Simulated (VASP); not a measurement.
# Al16N16O (a cell with a defect) in VASP: a series of runs

Al16N16O (a cell with a defect) is run at these levels: PBE; tasks: single point.

All numbers are computed with VASP 6.6.1; they aren't measurements. Logs are shortened: lines on timing, memory, paths and dates and some standing lists are left out, and cuts for length are marked.

**1. The cell of the first run**

The cell holds a defect, 33 atoms: a = 6.260 Å, b = 6.260 Å, c = 10.035 Å, α = 90.00°, β = 90.00°, γ = 120.00°.

**2. Single point, PBE**

Contents of INCAR:

```
SYSTEM = Al16N16O
ALGO = Normal
EDIFF = 1E-6
ENCUT = 520
GGA = PE
GGA_COMPAT = .False.
ISIF = 2
ISMEAR = -1
LASPH = .True.
LCHARG = .False.
LREAL = Auto
LWAVE = .False.
NBANDS = 89
NELM = 120
PREC = Accurate
SIGMA = 0.01
```

Contents of KPOINTS:

```
k-points
0
Gamma
  1 1 1
  0 0 0
```

Contents of POSCAR:

```
Al16N16O
1.0
    6.2595139092      0.0000000618      0.0000000000
   -3.1297570081      5.4208980298      0.0000000000
    0.0000000000      0.0000000000     10.0348065900
Al N O
16 16 1
Direct
    0.3385309267      0.1742761274      0.2455847248
    0.1697138968      0.3425817928      0.4936298641
    0.3333469004      0.1782704713      0.7482727046
    0.1685360056      0.3421071011      1.0001571787
    0.3385034958      0.6799859931      0.2455927649
    0.1743199504      0.8449682756      0.5031599575
    0.3332904131      0.6707784781      0.7482581603
    0.1803153270      0.8480204229      0.9851415248
    0.8328250472      0.1742560821      0.2466126036
    0.6537188689      0.3206559643      0.5084345152
    0.8378300135      0.1767559152      0.7513384068
    0.6655322337      0.3378893121      0.9917658978
    0.8505461870      0.6831296751      0.2011132786
    0.6537164219      0.8485234478      0.5084586858
    0.8363068611      0.6759939380      0.7437516369
    0.6654748619      0.8432716210      0.9917430541
    0.3345922508      0.1725654766      0.4411539101
    0.1681807434      0.3419498870      0.1963390082
    0.3347353307      0.1814882844      0.9368101280
    0.1663078255      0.3409916053      0.6864975133
    0.3345117783      0.6775494370      0.4412255216
    0.1937124558      0.8547270618      0.1698187241
    0.3346542049      0.6689271734      0.9368042406
    0.1741847418      0.8449774991      0.6962285892
    0.8308457607      0.1731372652      0.4412594422
    0.6691530497      0.3419307754      0.1843720942
    0.8376824266      0.1766547263      0.9420268211
    0.6660421934      0.3367948897      0.7004584960
    0.7977637347      0.6566282097      0.4898563280
    0.6690868121      0.8428668600      0.1843803776
    0.8383179230      0.6770071141      0.9454231931
    0.6660000101      0.8449099866      0.7005040507
   -0.0487490714     -0.2664910468      0.3702195150
```

Potentials or basis: VASP PAW PBE potentials, release 64 (Al, N, O).

Command:

```console
> cat potpaw_PBE.64/Al/POTCAR potpaw_PBE.64/N/POTCAR potpaw_PBE.64/O/POTCAR > POTCAR
> mpirun -np 1 vasp_gam > vasp.out
```

OUTCAR:

```text
SYSTEM = Al16N16O
   EDIFF = 1E-6
   ENCUT = 520
   GGA = PE
   ISIF = 2
   ISMEAR = -1
   LASPH = .True.
   LREAL = Auto
   NELM = 120
   PREC = Accurate

 ion  position               nearest neighbor table
   1  0.339  0.174  0.246-  22 1.89  26 1.89  18 1.90  17 1.96   4 3.07   2 3.09   5 3.09   9 3.09
                            13 3.10  12 3.10   6 3.14  10 3.14   8 3.16   9 3.17   5 3.17  13 3.23
   2  0.170  0.343  0.494-  17 1.89  21 1.89  25 1.91  20 1.94   9 3.08   1 3.09   5 3.09  10 3.10
                            14 3.10   3 3.11   7 3.11   6 3.13   6 3.13  11 3.15  14 3.17  10 3.17
   3  0.333  0.178  0.748-  28 1.87  24 1.88  19 1.89  20 1.89  10 2.97   8 2.98  12 3.04   6 3.05
                             7 3.08   4 3.09  11 3.10   2 3.11  15 3.13  15 3.13  11 3.16   7 3.18
   4  0.169  0.342  0.000-  19 1.88  23 1.88  27 1.89  18 1.97   1 3.07   5 3.07   9 3.07  11 3.07
                             3 3.09   7 3.09  16 3.13  12 3.13   8 3.13   8 3.13  12 3.14  16 3.14
   5  0.339  0.680  0.246-  22 1.89  30 1.89  18 1.90  21 1.96   4 3.07   2 3.09   1 3.09   9 3.09
                            13 3.10  16 3.10   6 3.14  14 3.14   8 3.16   9 3.17   1 3.17  13 3.23
   6  0.174  0.845  0.503-  33 1.80  21 1.88  17 1.88  24 1.94  29 2.05  10 2.99  14 2.99  15 3.03
                             7 3.05   3 3.05   2 3.13   2 3.13   5 3.14   1 3.14  14 3.27  10 3.27
   7  0.333  0.671  0.748-  32 1.87  24 1.88  23 1.89  20 1.89  14 2.97   8 2.98  16 3.04   6 3.05
                             3 3.08   4 3.09  11 3.10   2 3.11  15 3.13  15 3.13  11 3.16   3 3.18
   8  0.180  0.848  0.985-  22 1.85  23 1.87  19 1.87  31 1.90  13 2.81   3 2.98   7 2.98  16 3.05
                            12 3.05  15 3.06   4 3.13   4 3.13   5 3.16   1 3.16  12 3.21  16 3.21
   9  0.833  0.174  0.247-  18 1.89  26 1.90  30 1.90  25 1.95   4 3.07   2 3.08   5 3.09   1 3.09
                            12 3.12  16 3.12  13 3.16  13 3.16   1 3.17   5 3.17  10 3.17  14 3.17
  10  0.654  0.321  0.508-  29 1.84  17 1.86  25 1.89  28 1.93  14 2.96   3 2.97   6 2.99  11 3.02
                            15 3.05   2 3.10   1 3.14   9 3.17   2 3.17   6 3.27  14 3.30
  11  0.838  0.177  0.751-  32 1.87  28 1.87  20 1.90  27 1.91  16 3.01  12 3.01  10 3.02  14 3.02
                             4 3.07   7 3.10   3 3.10  15 3.13  15 3.13   2 3.15   3 3.16   7 3.16
  12  0.666  0.338  0.992-  27 1.88  19 1.88  31 1.90  26 1.93  13 2.81  11 3.01   3 3.04   8 3.05
                            15 3.09  16 3.10   1 3.10   9 3.12   4 3.13   4 3.14  16 3.16   8 3.21
  13  0.851  0.683  0.201-  33 1.78  30 1.86  26 1.86  22 1.89  31 2.57   8 2.81  12 2.81  16 2.81
                             5 3.10   1 3.10   9 3.16   9 3.16   1 3.23   5 3.23
  14  0.654  0.849  0.508-  29 1.84  21 1.86  25 1.89  32 1.93  10 2.96   7 2.97   6 2.99  11 3.02
                            15 3.05   2 3.10   5 3.14   2 3.17   9 3.17   6 3.27  10 3.30
  15  0.836  0.676  0.744-  28 1.89  32 1.89  24 1.89  31 2.02  29 2.56   6 3.03  14 3.05  10 3.05
                             8 3.06  16 3.09  12 3.09   7 3.13   3 3.13  11 3.13  11 3.13   3 3.13
  16  0.665  0.843  0.992-  27 1.88  23 1.88  31 1.90  30 1.93  13 2.81  11 3.01   7 3.04   8 3.05
                            15 3.09  12 3.10   5 3.10   9 3.12   4 3.13   4 3.14  12 3.16   8 3.21
  17  0.335  0.173  0.441-  10 1.86   6 1.88   2 1.89   1 1.96
  18  0.168  0.342  0.196-   9 1.89   1 1.90   5 1.90   4 1.97
  19  0.335  0.181  0.937-   8 1.87  12 1.88   4 1.88   3 1.89
  20  0.166  0.341  0.686-   3 1.89   7 1.89  11 1.90   2 1.94
  21  0.335  0.678  0.441-  14 1.86   6 1.88   2 1.89   5 1.96
  22  0.194  0.855  0.170-   8 1.85  13 1.89   5 1.89   1 1.89
  23  0.335  0.669  0.937-   8 1.87  16 1.88   4 1.88   7 1.89
  24  0.174  0.845  0.696-   3 1.88   7 1.88  15 1.89   6 1.94
  25  0.831  0.173  0.441-  14 1.89  10 1.89   2 1.91   9 1.95
  26  0.669  0.342  0.184-  13 1.86   1 1.89   9 1.90  12 1.93
  27  0.838  0.177  0.942-  16 1.88  12 1.88   4 1.89  11 1.91
  28  0.666  0.337  0.700-   3 1.87  11 1.87  15 1.89  10 1.93
  29  0.798  0.657  0.490-  33 1.46  14 1.84  10 1.84   6 2.05  15 2.56
  30  0.669  0.843  0.184-  13 1.86   5 1.89   9 1.90  16 1.93
  31  0.838  0.677  0.945-  16 1.90   8 1.90  12 1.90  15 2.02  13 2.57
  32  0.666  0.845  0.701-   7 1.87  11 1.87  15 1.89  14 1.93
  33  0.951  0.734  0.370-  29 1.46  13 1.78   6 1.80

  LATTYP: Found a hexagonal cell.
 ALAT       =     6.2595139092
 C/A-ratio  =     1.6031287310

  Lattice vectors:

 A1 = (   6.2595139092,   0.0000000618,   0.0000000000)
 A2 = (  -3.1297570081,   5.4208980298,   0.0000000000)
 A3 = (   0.0000000000,   0.0000000000,  10.0348065900)

Analysis of symmetry for initial positions (statically):
=====================================================================
 Subroutine PRICEL returns:
 Original cell was already a primitive cell.

 Routine SETGRP: Setting up the symmetry group for a
 hexagonal supercell.

 Subroutine GETGRP returns: Found  1 space group operations
 (whereof  1 operations were pure point group operations)
 out of a pool of 24 trial point group operations.

The static configuration has the point symmetry C_1 .

Analysis of symmetry for dynamics (positions and initial velocities):
=====================================================================
 Subroutine PRICEL returns:
 Original cell was already a primitive cell.

 Routine SETGRP: Setting up the symmetry group for a
 hexagonal supercell.

 Subroutine GETGRP returns: Found  1 space group operations
 (whereof  1 operations were pure point group operations)
 out of a pool of 24 trial point group operations.
[... 93 lines left out ...]

 KPOINTS: k-points

Automatic generation of k-mesh.
 Grid dimensions read from file:
 generate k-points for:    1    1    1

 Generating k-lattice:

  Cartesian coordinates                     Fractional coordinates (reciprocal lattice)
     0.159756813  0.092235641  0.000000000     1.000000000 -0.000000000  0.000000000
    -0.000000002  0.184471279  0.000000000     0.000000000  1.000000000  0.000000000
     0.000000000  0.000000000  0.099653141     0.000000000  0.000000000  1.000000000

  Length of vectors
     0.184471279  0.184471279  0.099653141

  Shift w.r.t. Gamma in fractional coordinates (k-lattice)
     0.000000000  0.000000000  0.000000000

 Subroutine IBZKPT returns following result:
 ===========================================

 Found      1 irreducible k-points:

 Following reciprocal coordinates:
            Coordinates               Weight
  0.000000  0.000000  0.000000      1.000000
   k-points           NKPTS =      1   k-points in BZ     NKDIM =      1   number of bands    NBANDS=     89
   number of dos      NEDOS =    301   number of ions     NIONS =     33
   total plane-waves  NPLWV = 184320
   dimension x,y,z NGX =    48 NGY =   48 NGZ =   80
   dimension x,y,z NGXF=    96 NGYF=   96 NGZF=  160
   ions per type =              16  16   1
   NGX,Y,Z   is equivalent  to a cutoff of  12.75, 12.75, 13.25 a.u.
   NGXF,Y,Z  is equivalent  to a cutoff of  25.50, 25.50, 26.51 a.u.
 SYSTEM =  Al16N16O
   PREC   = accura    normal or accurate (medium, high low for compatibility)
   ISTART =      0    job   : 0-new  1-cont  2-samecut
   ICHARG =      2    charge: 1-file 2-atom 10-const
   ISPIN  =      1    spin polarized calculation?
   LNONCOLLINEAR =      F non collinear calculations
   LSORBIT =      F    spin-orbit coupling
   LASPH  =      T    aspherical Exc in radial PAW
   ENCUT  =  520.0 eV  38.22 Ry    6.18 a.u.  11.64 11.64 18.66*2*pi/ulx,y,z
   NELM   =    120;   NELMIN=  2; NELMDL= -5     # of ELM steps
   EDIFF  = 0.1E-05   stopping-criterion for ELM
   LREAL  =      T    real-space projection
   EDIFFG = 0.1E-04   stopping-criterion for IOM
   NSW    =      0    number of steps for IOM
   IBRION =     -1    ionic relax: 0-MD 1-quasi-New 2-CG
   NFREE  =      0    steps in history (QN), initial steepest desc. (CG)
   ISIF   =      2    stress and relaxation
   ISYM   =      2    0-nonsym 1-usesym 2-fastsym
   POTIM  = 0.5000    time-step for ionic-motion
   TEBEG  =    0.0;   TEEND  =   0.0 temperature during run
   PSTRESS=    0.0 pullay stress
   NELECT =     134.0000    total number of electrons
   NUPDOWN=      -1.0000    fix difference up-down
   EMIN   =  10.00;   EMAX   =-10.00  energy-range for DOS
   EFERMI =   0.00;   METHOD = LEGACY
   ISMEAR =    -1;   SIGMA  =   0.01  broadening in eV -4-tet -1-fermi 0-gaus
   EFERMI_NEDOS =   21; number of points for ismear=-14 and -15
   IALGO  =     38    algorithm
   IMIX   =      4    mixing-type and parameters
     AMIX     =   0.40;   BMIX     =  1.00
     AMIX_MAG =   1.60;   BMIX_MAG =  1.00
  volume/ion in A,a.u.               =      10.32        69.63
  Fermi-wavevector in a.u.,A,eV,Ry     =   1.199691  2.267088 19.582308  1.439259
  Thomas-Fermi vector in A             =   2.335547
   LORBIT       =      0    0 simple, 1 ext, 2 COOP (PROOUT), +10 PAW based schemes
   GGA     = PE    functional components
   LHFCALC =     F    Hartree Fock is set to
   AEXX    =    0.0000 exact exchange contribution
   IVDW    =     0    specifies the selected vdW correction
   LEPSILON=     F    determine dielectric tensor
   LRPA    =     F    only Hartree local field effects (RPA)
 non-spin polarized calculation
  energy-cutoff  :      520.00
  volume of cell :      340.50
 maximum number of plane-waves:      4582
 NGX is ok and might be reduce to    48
   NGX = 23   NGY = 23   NGZ = 37

 number of electron     133.9999998 magnetization

 Free energy of the ion-electron system (eV)
  ---------------------------------------------------
  ext. energy  EPLUGINS =         0.00000000
  ---------------------------------------------------
  free energy    TOTEN  =      -233.12747718 eV

  energy without entropy =     -233.12747718  energy(sigma->0) =     -233.12747718

 E-fermi :   6.6426     XC(G=0): -10.8840

 val. band max:        6.3302464849   @ k =   0.0000   0.0000   0.0000
 cond. band min:      10.2438587993   @ k =   0.0000   0.0000   0.0000
 fundamental gap:      3.9136123144
 Fermi energy:         6.6425863637

 k-point     1 :       0.0000    0.0000    0.0000
  band No.  band energies     occupation
      1     -14.3667      2.00000
      2      -8.7934      2.00000
      3      -8.1070      2.00000
      4      -7.7542      2.00000
      5      -6.9967      2.00000
      6      -6.9316      2.00000
[... 71 lines left out ...]
     78      12.1606      0.00000
     79      12.3118      0.00000
 [bands above 79 left out]

------------------------ aborting loop because EDIFF is reached ----------------------------------------

  FORCE on cell =-STRESS in cart. coord.  units (eV):
  Direction    XX          YY          ZZ          XY          YZ          ZX
  --------------------------------------------------------------------------------------
  -------------------------------------------------------------------------------------
  Total       22.6729187     20.2289567     -4.7556016      2.1244613     -0.9938323     -1.7177190
  in kB      106.6834758     95.1838377    -22.3766561      9.9962830     -4.6763050     -8.0824280
  external PRESSURE =      59.8302191 kB  Pullay stress =       0.0000000 kB

 VOLUME and BASIS-vectors are now :
 -----------------------------------------------------------------------------
  energy-cutoff  :      520.00
  volume of cell :      340.50
      direct lattice vectors                 reciprocal lattice vectors
     6.259513909  0.000000062  0.000000000     0.159756813  0.092235641  0.000000000
    -3.129757008  5.420898030  0.000000000    -0.000000002  0.184471279  0.000000000
     0.000000000  0.000000000 10.034806590     0.000000000  0.000000000  0.099653141

 POSITION                                       TOTAL-FORCE (eV/Angst)
 -----------------------------------------------------------------------------------
      1.57360      0.94473      2.46440         0.003363      0.000320     -0.004968
     -0.00987      1.85710      4.95348         0.000654      0.012160     -0.002853
      1.52865      0.96639      7.50877         0.003791     -0.005753      0.001610
     -0.01576      1.85453      0.00158         0.000876      0.004474      0.001839
     -0.00932      3.68613      2.46448         0.002143     -0.000523     -0.005913
     -1.55339      4.58049      5.04911         0.025868      0.013630      0.013553
[... 25 lines left out ...]
      1.52447      4.58017      7.02942         0.001286      0.002202     -0.001842
      3.65866      3.97628      3.71508         0.060387      0.034289     -0.126888
 -----------------------------------------------------------------------------------
    total drift:                               -0.004241      0.014264     -0.011097

  FREE ENERGIE OF THE ION-ELECTRON SYSTEM (eV)
  ---------------------------------------------------
  free  energy   TOTEN  =      -233.1274771765 eV

  energy  without entropy=     -233.1274771765  energy(sigma->0) =     -233.12747718
```

Wall time 2.7 min (1 thread of Intel Xeon 8259CL, shared host); peak memory 0.41 GiB.

Results:

```yaml
Free_energy: -233.1275 eV
Pressure: 6.0 GPa
Largest_force: 0.161 eV/Å
Band_gap_on_the_k_mesh: 3.91 eV
```

Forces on the atoms (eV/Å):
```
Al   0.003  0.000 -0.005
Al   0.001  0.012 -0.003
Al   0.004 -0.006  0.002
Al   0.001  0.004  0.002
Al   0.002 -0.001 -0.006
Al   0.026  0.014  0.014
Al   0.000  0.001  0.001
Al  -0.003 -0.004  0.001
Al   0.001  0.000 -0.009
Al  -0.008  0.024  0.002
Al   0.000 -0.001  0.004
Al  -0.002  0.003 -0.002
Al   0.001  0.001 -0.005
Al   0.004 -0.018 -0.001
Al  -0.002  0.005  0.004
Al  -0.001 -0.003  0.006
N   -0.002 -0.003  0.004
N    0.000 -0.001 -0.001
N    0.001 -0.003 -0.002
N    0.000 -0.002  0.006
N   -0.002  0.000 -0.003
N    0.004  0.002  0.001
N    0.000  0.000 -0.004
N    0.001 -0.001 -0.003
N   -0.002  0.000  0.007
N    0.001  0.002  0.005
N   -0.002  0.000  0.000
N    0.003 -0.004  0.003
N   -0.094 -0.057  0.117
N    0.004  0.001  0.001
N    0.003 -0.001 -0.007
N    0.001  0.002 -0.002
O    0.060  0.034 -0.127
```

Stress tensor (GPa, compression positive):
```
10.67  1.00 -0.81
 1.00  9.52 -0.47
-0.81 -0.47 -2.24
```

Caveat: the k points lie up to 1.16 Å⁻¹ apart.

**3. Single point, PBE**

Contents of INCAR:

```
SYSTEM = Al16N16O
PREC = Accurate
ENCUT = 520
EDIFF = 1E-6
ISMEAR = -1
SIGMA = 0.01
LREAL = Auto
LASPH = .True.
NELM = 120
ALGO = Normal
ISIF = 2
LWAVE = .False.
LCHARG = .True.
GGA = PE
LELF = .True.
LVHAR = .True.
NBANDS = 89
GGA_COMPAT = .False.
```

Contents of KPOINTS:

```
regular mesh
0
Gamma
  1 1 1
  0 0 0
```

Contents of POSCAR:

```
Al16N16O
1.0
    6.2595139100      0.0000000600      0.0000000000
   -3.1297570100      5.4208980300      0.0000000000
    0.0000000000      0.0000000000     10.0348065900
Al N O
16 16 1
Direct
    0.3300748081      0.1557649447      0.2530788120
    0.1610507740      0.3248073892      0.4936848591
    0.3330721165      0.1527862053      0.7350482984
    0.1682241732      0.3176699113      0.9509765745
    0.3336730427      0.6800563963      0.2583852875
    0.1558664149      0.8225790026      0.4981917897
    0.3284015010      0.6629112614      0.7416600049
    0.1650644860      0.8265216465      0.9954659001
    0.8058184201      0.1522309009      0.2583868451
    0.6632648822      0.3300016154      0.4981820485
    0.8229842649      0.1575155552      0.7416524129
    0.6593495985      0.3208307332      0.9954589454
    0.8278012073      0.6580947928      0.2435358180
    0.6618382700      0.8240211971      0.5012735664
    0.8272167201      0.6586621303      0.7500514646
    0.6593615953      0.8265395853      0.9965103095
    0.3299828032      0.1558631891      0.4461252399
    0.1416369131      0.3442403954      0.2397582103
    0.3397974667      0.1460694548      0.9197072039
    0.1620910482      0.3237900668      0.6953004136
    0.3300068959      0.6640241931      0.4504264070
    0.1627202053      0.8282450167      0.1910923194
    0.3279900642      0.6588564606      0.9342768375
    0.1540262193      0.8193403588      0.6867069607
    0.8218145651      0.1558474374      0.4504296376
    0.6576097423      0.3231785916      0.1910826003
    0.8270259449      0.1579249600      0.9342671476
    0.6665139925      0.3318536690      0.6867045156
    0.8260878254      0.6597792559      0.4364231575
    0.6583461322      0.8275572776      0.1912113810
    0.8270389114      0.6588566102      0.9462168142
    0.6617915281      0.8241170682      0.6919613462
    0.2183980212      0.2673635716      0.1201779915
```

Potentials or basis: VASP PAW PBE potentials, release 64 (Al, N, O).

Command:

```console
> cat potpaw_PBE.64/Al/POTCAR potpaw_PBE.64/N/POTCAR potpaw_PBE.64/O/POTCAR > POTCAR
> mpirun -np 1 vasp_gam > vasp.out
```

It took 2.5 min on 1 thread of Intel Xeon 8259CL, shared host; peak memory 0.41 GiB.

It converged, with:

```
Free energy            : -233.1275 eV
Pressure               : 6.0 GPa
Largest force          : 0.149 eV/Å
Band gap on the k mesh : 3.91 eV
```

Forces in eV/Å, atoms in the order of the input:
```
Al   0.015 -0.006  0.002
Al  -0.002 -0.004 -0.001
Al  -0.002  0.004 -0.002
Al   0.004 -0.001  0.008
Al  -0.002 -0.012  0.001
Al   0.001  0.000  0.000
Al  -0.002 -0.003 -0.001
Al   0.001  0.001  0.002
Al   0.003  0.011 -0.004
Al   0.001  0.000  0.000
Al  -0.001  0.000  0.003
Al  -0.001 -0.003 -0.003
Al  -0.001 -0.003 -0.001
Al   0.000 -0.001  0.001
Al  -0.004 -0.004  0.003
Al   0.000  0.001 -0.004
N   -0.001  0.001 -0.003
N   -0.080  0.046  0.115
N    0.000  0.000  0.006
N    0.002  0.000 -0.002
N    0.002  0.003  0.000
N   -0.001  0.001 -0.001
N    0.002 -0.001  0.001
N    0.001  0.003  0.000
N    0.000 -0.001  0.000
N   -0.001  0.001  0.000
N    0.003 -0.001  0.002
N   -0.002 -0.001 -0.001
N   -0.001  0.002  0.005
N   -0.001  0.002  0.003
N   -0.001  0.001  0.001
N   -0.001  0.001 -0.002
O    0.066 -0.036 -0.129
```

Stress tensor (GPa, compression positive):
```
10.67 -0.99 -0.82
-0.99  9.53  0.47
-0.82  0.47 -2.26
```

Levels at points of the mesh, in eV from the valence-band top:
```csv
k point,band 64,band 65,band 66,band 67,band 68,band 69,band 70,band 71
"(0.00, 0.00, 0.00)",-0.34,-0.25,-0.08,0.00,3.91,4.52,5.04,5.16
```

Caveat: the k points lie up to 1.16 Å⁻¹ apart.
